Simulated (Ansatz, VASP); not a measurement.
Two plane-wave programs on Ru

```
CELL_PARAMETERS angstrom
2.69236 0.00000 0.00000
-1.34618 2.33165 0.00000
0.00000 0.00000 4.24427
ATOMIC_POSITIONS crystal
Ru 0.33333 0.66667 0.75000
Ru 0.66667 0.33333 0.25000
```

Alike in both runs: functional PBEsol; k mesh 14 × 14 × 8; occupations gaussian, width 0.05 eV; no spin polarisation.

Ansatz relaxed the structure, and its values are those at the end. VASP's run is a single point on that final structure, the one shown.

```csv
,VASP,Ansatz
version,VASP 6.6.1,Ansatz 0.2.0
potentials or method,"VASP PAW PBE potentials, release 64 (Ru_pv), cutoff 520 eV","scalar-relativistic, plane waves, PAW"
valence electrons in the cell,28,32
```

|  | VASP | Ansatz | Ansatz less VASP |
| --- | --- | --- | --- |
| gap on the k mesh at the Fermi level (eV) | none | none | - |
| pressure (GPa) | 0.0 | 0.0 | 0.00 |

VASP's potentials were made for PBE, not for PBEsol. A gap of «none» marks a metal or a gap that the smearing closes. VASP's potentials hold 28 valence electrons a cell and Ansatz's 32, so a difference there can come from the potentials and not from the codes.
